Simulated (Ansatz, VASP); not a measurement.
## GaSb in VASP and in Ansatz

The input INCAR:

```
SYSTEM = GaSb
PREC = Accurate
ENCUT = 500
EDIFF = 1E-6
ISMEAR = 0
SIGMA = 0.1
LREAL = .False.
LASPH = .True.
NELM = 120
ALGO = Normal
ISIF = 2
LWAVE = .False.
LCHARG = .False.
GGA = PE
NBANDS = 16
GGA_COMPAT = .False.
```

KPOINTS

```
Automatic mesh
0
Gamma
  6 6 6
  0 0 0
```

POSCAR

```
GaSb
1.0
    0.0000000000      2.5718518577      2.5718518577
    2.5718518577      0.0000000000      2.5718518577
    2.5718518577      2.5718518577      0.0000000000
Ga Sb
1 1
Direct
    0.0000000000      0.0000000000      0.0000000000
    0.5000000000      0.5000000000      0.5000000000
```

Input for Ansatz:

```yaml
crystal:
  lattice:
    - [0.0, 2.5718518577, 2.5718518577]
    - [2.5718518577, 0.0, 2.5718518577]
    - [2.5718518577, 2.5718518577, 0.0]
  atoms:
    - { symbol: Ga, position: [0.0, 0.0, 0.0] }
    - { symbol: Sb, position: [0.5, 0.5, 0.5] }
basis:
  ecutwfc: 420
kpoints:
  mp_grid: { grid: [6, 6, 6] }
hamiltonian:
  xc: pbe
scf:
  occupations: { method: gaussian, width: 0.1 }
output:
  forces: true
  stress: true
  eigenvalues: true
```

Alike in both runs: task single point; functional PBE; k mesh 6 × 6 × 6; occupations gaussian, width 0.1 eV; no spin polarisation.

|  | VASP | Ansatz |
| --- | --- | --- |
| version | VASP 6.6.1 | Ansatz 0.2.0 |
| potentials or method | VASP PAW PBE potentials, release 64 (Ga_d, Sb), cutoff 500 eV | scalar-relativistic, plane waves, PAW |
| valence electrons in the cell | 18 | 28 |

|  | VASP | Ansatz | Ansatz less VASP |
| --- | --- | --- | --- |
| gap on the k mesh at the Fermi level (eV) | none | none | - |
| pressure (GPa) | 47.5 | 47.0 | -0.41 |

A gap of «none» marks a metal or a gap that the smearing closes. Both programs put the cell under a high pressure, so it lies far from rest at this level. VASP's potentials hold 18 valence electrons a cell and Ansatz's 28, so a difference there can come from the potentials and not from the codes.

Spin-orbit coupling is off throughout.
